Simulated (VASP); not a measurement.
Here is a VASP 6.6.1 calculation.

The input INCAR:

```
SYSTEM = NiO
PREC = Accurate ; ENCUT = 520
EDIFF = 1E-7 ; ISMEAR = 0
SIGMA = 0.05 ; LREAL = .False.
LASPH = .True. ; NELM = 150
ALGO = Normal ; ISIF = 2
LWAVE = .False. ; LCHARG = .False.
ISPIN = 2 ; MAGMOM = 1.92 0.21
LORBIT = 11 ; LMAXMIX = 4
LDAU = .True. ; LDAUTYPE = 2
LDAUL = 2 -1 ; LDAUU = 6.2 0
LDAUJ = 0 0 ; LDAUPRINT = 1
GGA = PE ; NBANDS = 19
```

The input KPOINTS:

```
regular mesh
0
Gamma
  10 10 10
  0 0 0
```

File POSCAR:

```
NiO
1.0
    0.0000000000      2.1503689408      2.1503689408
    2.1503689408      0.0000000000      2.1503689408
    2.1503689408      2.1503689408      0.0000000000
Ni O
1 1
Direct
    0.0000000000      0.0000000000      0.0000000000
    0.5000000000      0.5000000000      0.5000000000
```

Potentials or basis: VASP PAW PBE potentials, release 64 (Ni, O).

Run with:

```console
$ cat potpaw_PBE.64/Ni/POTCAR potpaw_PBE.64/O/POTCAR > POTCAR
$ mpirun -np 1 vasp_std > vasp.out
```

(1) What does it give for the band gap on the k mesh?

(2) Estimate the pressure.

(3) What does it give for the site moments?

## Answers

(1) 2.23 eV, indirect (least direct gap 3.01 eV).

(2) -11.3 GPa.

(3) Ni +1.83; O +0.16 μB.

Caveat: a cell with one magnetic atom can't hold antiferromagnetic order, which such compounds often take.
